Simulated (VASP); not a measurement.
# Al2Cl3 (R-3c) in VASP: single point with PBE

Aim: the single point of Al2Cl3 with PBE.

All numbers are computed with VASP 6.6.1; they aren't measurements. Logs are shortened: lines on timing, memory, paths and dates and some standing lists are left out, and cuts for length are marked.

## (1) The cell of the first run

Symmetry: R-3c, No. 167, trigonal system. The conventional cell has a = 6.367 Å, b = 6.367 Å, c = 28.261 Å, α = 90.00°, β = 90.00°, γ = 120.00°. Al (site symmetry 3) has 3 Cl at 2.39 Å within 3.2 Å. Within 3.2 Å of Cl (site symmetry 2) lie 2 Al at 2.39 Å.

## (2) Single point, PBE

Input file INCAR:

```
SYSTEM = Al2Cl3
ALGO     = Normal         ! electronic algorithm
EDIFF    = 1E-6           ! SCF threshold, eV
ENCUT    = 520            ! plane-wave cutoff, eV
GGA      = PE             ! functional
ISIF     = 2              ! what is computed and relaxed
ISMEAR   = 0              ! smearing method
LASPH    = .True.         ! aspherical terms in the spheres
LCHARG   = .False.        ! write CHGCAR
LREAL    = .False.        ! projectors in reciprocal space
LWAVE    = .False.        ! write WAVECAR
NBANDS   = 38             ! bands
NELM     = 60             ! most SCF steps
PREC     = Accurate       ! precision mode
SIGMA    = 0.1            ! smearing width, eV
```

Input file KPOINTS:

```
k-points
0
Gamma
  6 6 6
  0 0 0
```

Input file POSCAR:

```
Al2Cl3
1.0
    3.1837416389      1.8381340923      9.4204587149
   -3.1837416389      1.8381340923      9.4204587149
    0.0000000000     -3.6762681845      9.4204587149
Al Cl
4 6
Direct
    0.3732107492      0.3732107492      0.3732107492
    0.1267892508      0.1267892508      0.1267892508
    0.6267892508      0.6267892508      0.6267892508
    0.8732107492      0.8732107492      0.8732107492
    0.6091580650      0.8908419350      0.2500000000
    0.2500000000      0.6091580650      0.8908419350
    0.8908419350      0.2500000000      0.6091580650
    0.3908419350      0.1091580650      0.7500000000
    0.7500000000      0.3908419350      0.1091580650
    0.1091580650      0.7500000000      0.3908419350
```

Potentials or basis: VASP PAW PBE potentials, release 64 (Al, Cl).

On the command line:

```sh
$ cat potpaw_PBE.64/Al/POTCAR potpaw_PBE.64/Cl/POTCAR > POTCAR
$ mpirun -np 1 vasp_std > vasp.out
```

OUTCAR:

```text
SYSTEM = Al2Cl3
   EDIFF = 1E-6
   ENCUT = 520
   GGA = PE
   ISIF = 2
   ISMEAR = 0
   LASPH = .True.
   LREAL = .False.
   NELM = 60
   PREC = Accurate

 ion  position               nearest neighbor table
   1  0.373  0.373  0.373-  10 2.39   8 2.39   9 2.39
   2  0.127  0.127  0.127-   9 2.39   8 2.39  10 2.39
   3  0.627  0.627  0.627-   7 2.39   5 2.39   6 2.39
   4  0.873  0.873  0.873-   6 2.39   5 2.39   7 2.39
   5  0.609  0.891  0.250-   3 2.39   4 2.39
   6  0.250  0.609  0.891-   4 2.39   3 2.39
   7  0.891  0.250  0.609-   3 2.39   4 2.39
   8  0.391  0.109  0.750-   1 2.39   2 2.39
   9  0.750  0.391  0.109-   2 2.39   1 2.39
  10  0.109  0.750  0.391-   1 2.39   2 2.39

  LATTYP: Found a trigonal (rhomboedric) cell.
 ALAT       =    10.1123681778
 COS(alpha) =     0.8017560767

  Lattice vectors:

 A1 = (   3.1837416389,   1.8381340923,   9.4204587149)
 A2 = (  -3.1837416389,   1.8381340923,   9.4204587149)
 A3 = (   0.0000000000,  -3.6762681845,   9.4204587149)

Analysis of symmetry for initial positions (statically):
=====================================================================
 Subroutine PRICEL returns:
 Original cell was already a primitive cell.

 Routine SETGRP: Setting up the symmetry group for a
 trigonal (rhombohedral) supercell.

 Subroutine GETGRP returns: Found 12 space group operations
 (whereof  6 operations were pure point group operations)
 out of a pool of 12 trial point group operations.

The static configuration has the point symmetry S_6 .
 The point group associated with its full space group is D_3d.

Analysis of symmetry for dynamics (positions and initial velocities):
=====================================================================
 Subroutine PRICEL returns:
 Original cell was already a primitive cell.

 Routine SETGRP: Setting up the symmetry group for a
 trigonal (rhombohedral) supercell.

 Subroutine GETGRP returns: Found 12 space group operations
 (whereof  6 operations were pure point group operations)
 out of a pool of 12 trial point group operations.

The dynamic configuration has the point symmetry S_6 .
 The point group associated with its full space group is D_3d.

 Subroutine INISYM returns: Found 12 space group operations
 (whereof  6 operations are pure point group operations),
 and found     1 'primitive' translations

----------------------------------------------------------------------------------------

                                     Primitive cell

  volume of cell :     330.7793

  direct lattice vectors                    reciprocal lattice vectors
     3.183741639  1.838134092  9.420458715     0.157047919  0.090671658  0.035383981
    -3.183741639  1.838134092  9.420458715    -0.157047919  0.090671658  0.035383981
     0.000000000 -3.676268185  9.420458715     0.000000000 -0.181343317  0.035383981

  length of vectors
    10.112368178 10.112368178 10.112368178     0.184763158  0.184763158  0.184763158

  position of ions in fractional coordinates (direct lattice)
     0.373210749  0.373210749  0.373210749
     0.126789251  0.126789251  0.126789251
     0.626789251  0.626789251  0.626789251
     0.873210749  0.873210749  0.873210749
     0.609158065  0.890841935  0.250000000
     0.250000000  0.609158065  0.890841935
     0.890841935  0.250000000  0.609158065
     0.390841935  0.109158065  0.750000000
     0.750000000  0.390841935  0.109158065
     0.109158065  0.750000000  0.390841935

  ion indices of the primitive-cell ions
   primitive index   ion index
                 1           1
                 2           2
                 3           3
                 4           4
                 5           5
                 6           6
                 7           7
                 8           8
                 9           9
                10          10

----------------------------------------------------------------------------------------

 KPOINTS: k-points

Automatic generation of k-mesh.
 Grid dimensions read from file:
 generate k-points for:    6    6    6

 Generating k-lattice:

  Cartesian coordinates                     Fractional coordinates (reciprocal lattice)
     0.026174653  0.015111943  0.005897330     0.166666667  0.000000000  0.000000000
    -0.026174653  0.015111943  0.005897330     0.000000000  0.166666667  0.000000000
     0.000000000 -0.030223886  0.005897330    -0.000000000 -0.000000000  0.166666667

  Length of vectors
     0.030793860  0.030793860  0.030793860

  Shift w.r.t. Gamma in fractional coordinates (k-lattice)
     0.000000000  0.000000000  0.000000000

 Subroutine IBZKPT returns following result:
 ===========================================

 Found     32 irreducible k-points:

 Following reciprocal coordinates:
            Coordinates               Weight
  0.000000  0.000000  0.000000      1.000000
  0.166667 -0.000000 -0.000000      6.000000
  0.333333 -0.000000 -0.000000      6.000000
  0.500000  0.000000 -0.000000      3.000000
  0.166667  0.166667  0.000000      6.000000
  0.333333  0.166667  0.000000     12.000000
[... 16 lines left out ...]
  0.500000  0.500000  0.166667      6.000000
 -0.333333  0.500000  0.166667     12.000000
 [... further k-points ...]
   k-points           NKPTS =     32   k-points in BZ     NKDIM =     32   number of bands    NBANDS=     38
   number of dos      NEDOS =    301   number of ions     NIONS =     10
   total plane-waves  NPLWV = 512000
   dimension x,y,z NGX =    80 NGY =   80 NGZ =   80
   dimension x,y,z NGXF=   160 NGYF=  160 NGZF=  160
   ions per type =               4   6
   NGX,Y,Z   is equivalent  to a cutoff of  13.15, 13.15, 13.15 a.u.
   NGXF,Y,Z  is equivalent  to a cutoff of  26.30, 26.30, 26.30 a.u.
 SYSTEM =  Al2Cl3
   PREC   = accura    normal or accurate (medium, high low for compatibility)
   ISTART =      0    job   : 0-new  1-cont  2-samecut
   ICHARG =      2    charge: 1-file 2-atom 10-const
   ISPIN  =      1    spin polarized calculation?
   LNONCOLLINEAR =      F non collinear calculations
   LSORBIT =      F    spin-orbit coupling
   LASPH  =      T    aspherical Exc in radial PAW
   ENCUT  =  520.0 eV  38.22 Ry    6.18 a.u.  18.80 18.80 18.80*2*pi/ulx,y,z
   NELM   =     60;   NELMIN=  2; NELMDL= -5     # of ELM steps
   EDIFF  = 0.1E-05   stopping-criterion for ELM
   LREAL  =      F    real-space projection
   EDIFFG = 0.1E-04   stopping-criterion for IOM
   NSW    =      0    number of steps for IOM
   IBRION =     -1    ionic relax: 0-MD 1-quasi-New 2-CG
   NFREE  =      0    steps in history (QN), initial steepest desc. (CG)
   ISIF   =      2    stress and relaxation
   ISYM   =      2    0-nonsym 1-usesym 2-fastsym
   POTIM  = 0.5000    time-step for ionic-motion
   TEBEG  =    0.0;   TEEND  =   0.0 temperature during run
   PSTRESS=    0.0 pullay stress
   NELECT =      54.0000    total number of electrons
   NUPDOWN=      -1.0000    fix difference up-down
   EMIN   =  10.00;   EMAX   =-10.00  energy-range for DOS
   EFERMI =   0.00;   METHOD = LEGACY
   ISMEAR =     0;   SIGMA  =   0.10  broadening in eV -4-tet -1-fermi 0-gaus
   EFERMI_NEDOS =   21; number of points for ismear=-14 and -15
   IALGO  =     38    algorithm
   IMIX   =      4    mixing-type and parameters
     AMIX     =   0.40;   BMIX     =  1.00
     AMIX_MAG =   1.60;   BMIX_MAG =  1.00
  volume/ion in A,a.u.               =      33.08       223.22
  Fermi-wavevector in a.u.,A,eV,Ry     =   0.894733  1.690800 10.892098  0.800547
  Thomas-Fermi vector in A             =   2.016975
   LORBIT       =      0    0 simple, 1 ext, 2 COOP (PROOUT), +10 PAW based schemes
   GGA     = PE    functional components
   LHFCALC =     F    Hartree Fock is set to
   AEXX    =    0.0000 exact exchange contribution
   IVDW    =     0    specifies the selected vdW correction
   LEPSILON=     F    determine dielectric tensor
   LRPA    =     F    only Hartree local field effects (RPA)
 non-spin polarized calculation
 Gauss-broadening in eV      SIGMA  =   0.10
  energy-cutoff  :      520.00
  volume of cell :      330.78
 maximum number of plane-waves:      8939
 NGX is ok and might be reduce to    80
   NGX = 37   NGY = 37   NGZ = 37

 number of electron      54.0000000 magnetization

 Free energy of the ion-electron system (eV)
  ---------------------------------------------------
  ext. energy  EPLUGINS =         0.00000000
  ---------------------------------------------------
  free energy    TOTEN  =       -32.36110221 eV

  energy without entropy =      -32.33832375  energy(sigma->0) =      -32.34971298

 E-fermi :   1.2631     XC(G=0):  -7.1052

 val. band max:        1.2471324742   @ k =  -0.3333   0.1667   0.1667
 cond. band min:       1.2826095558   @ k =   0.3333  -0.0000  -0.0000
 fundamental gap:      0.0354770816
 Fermi energy:         1.2631455745

 k-point     1 :       0.0000    0.0000    0.0000
  band No.  band energies     occupation
      1     -15.1876      2.00000
      2     -15.1630      2.00000
      3     -14.5947      2.00000
      4     -14.5947      2.00000
      5     -14.5944      2.00000
      6     -14.5944      2.00000
[... 30 lines left out ...]
     37       6.1215      0.00000
     38       6.1232      0.00000

 k-point     2 :       0.1667   -0.0000   -0.0000
  band No.  band energies     occupation
      1     -15.1513      2.00000
      2     -15.1283      2.00000
      3     -14.6306      2.00000
      4     -14.6293      2.00000
      5     -14.6033      2.00000
      6     -14.6031      2.00000
[... 30 lines left out ...]
     37       6.3811      0.00000
     38       6.4508      0.00000

 k-point     3 :       0.3333   -0.0000   -0.0000
  band No.  band energies     occupation
      1     -15.0544      2.00000
      2     -15.0369      2.00000
      3     -14.7266      2.00000
      4     -14.7216      2.00000
      5     -14.6201      2.00000
      6     -14.6200      2.00000
[... 30 lines left out ...]
     37       6.3749      0.00000
[... 781 lines left out ...]
 k-point    23 :       0.5000    0.5000    0.1667
  band No.  band energies     occupation
      1     -15.0489      2.00000
      2     -15.0424      2.00000
      3     -14.7276      2.00000
      4     -14.7206      2.00000
      5     -14.6227      2.00000
      6     -14.6174      2.00000
[... 30 lines left out ...]
     37       6.0332      0.00000
     38       6.3470      0.00000

 k-point    24 :      -0.3333    0.5000    0.1667
  band No.  band energies     occupation
      1     -14.9715      2.00000
      2     -14.9684      2.00000
      3     -14.7936      2.00000
      4     -14.7880      2.00000
      5     -14.6397      2.00000
      6     -14.6358      2.00000
[... 30 lines left out ...]
     37       6.0394      0.00000
     38       6.2717      0.00000

 [... further k-points ...]
[... 5 lines left out ...]
  --------------------------------------------------------------------------------------
  -------------------------------------------------------------------------------------
  Total       -0.1600834     -0.1600834     -0.0675258     -0.0000000     -0.0000000      0.0000000
  in kB       -0.7753871     -0.7753871     -0.3270711     -0.0000000     -0.0000000      0.0000000
  external PRESSURE =      -0.6259484 kB  Pullay stress =       0.0000000 kB

 VOLUME and BASIS-vectors are now :
 -----------------------------------------------------------------------------
  energy-cutoff  :      520.00
  volume of cell :      330.78
      direct lattice vectors                 reciprocal lattice vectors
     3.183741639  1.838134092  9.420458715     0.157047919  0.090671658  0.035383981
    -3.183741639  1.838134092  9.420458715    -0.157047919  0.090671658  0.035383981
     0.000000000 -3.676268185  9.420458715     0.000000000 -0.181343317  0.035383981

 POSITION                                       TOTAL-FORCE (eV/Angst)
 -----------------------------------------------------------------------------------
      0.00000      0.00000     10.54745         0.000000      0.000000      0.014017
      0.00000      0.00000      3.58324         0.000000     -0.000000     -0.014017
      0.00000      0.00000     17.71393         0.000000     -0.000000     -0.014017
      0.00000      0.00000     24.67814         0.000000      0.000000      0.014017
     -0.89681      1.83813     16.48580         0.006356      0.000000     -0.000000
     -1.14347     -1.69573     16.48580        -0.003178      0.005504     -0.000000
      2.04028     -0.14241     16.48580        -0.003178     -0.005504     -0.000000
      0.89681     -1.83813     11.77557        -0.006356      0.000000     -0.000000
      1.14347      1.69573     11.77557         0.003178     -0.005504     -0.000000
     -2.04028      0.14241     11.77557         0.003178      0.005504     -0.000000
 -----------------------------------------------------------------------------------
    total drift:                                0.000000     -0.000000      0.000000

  FREE ENERGIE OF THE ION-ELECTRON SYSTEM (eV)
  ---------------------------------------------------
  free  energy   TOTEN  =       -32.3611022086 eV

  energy  without entropy=      -32.3383237544  energy(sigma->0) =      -32.34971298
```

It took 35 min on 1 thread of AMD EPYC 7R13, shared host; peak memory 1.1 GiB.

What came out:

```yaml
Free_energy: -32.3611 eV
Pressure: -0.1 GPa
Largest_force: 0.014 eV/Å
Band_gap_on_the_k_mesh: zero (bands 27 and 28 overlap by 1.12 eV)
```

Forces on the atoms (eV/Å):
```
Al   0.000  0.000  0.014
Al   0.000  0.000 -0.014
Al   0.000  0.000 -0.014
Al   0.000  0.000  0.014
Cl   0.006  0.000  0.000
Cl  -0.003  0.006  0.000
Cl  -0.003 -0.006  0.000
Cl  -0.006  0.000  0.000
Cl   0.003 -0.006  0.000
Cl   0.003  0.006  0.000
```

Levels at points of the mesh, in eV from the Fermi level:
```tsv
k point	band 25	band 26	band 27	band 28	band 29	band 30
(0.00, 0.00, 0.00)	-2.18	-0.48	0.39	0.69	2.28	2.28
(0.50, 0.00, 0.00)	-0.84	-0.84	-0.17	-0.17	2.93	2.93
(0.50, 0.50, 0.00)	-0.88	-0.62	-0.53	0.14	2.26	2.85
(0.50, 0.50, 0.50)	-1.42	-1.42	0.67	0.67	2.80	2.80
```

The gap in the log of VASP goes by the Fermi energy; the results here count the filled bands.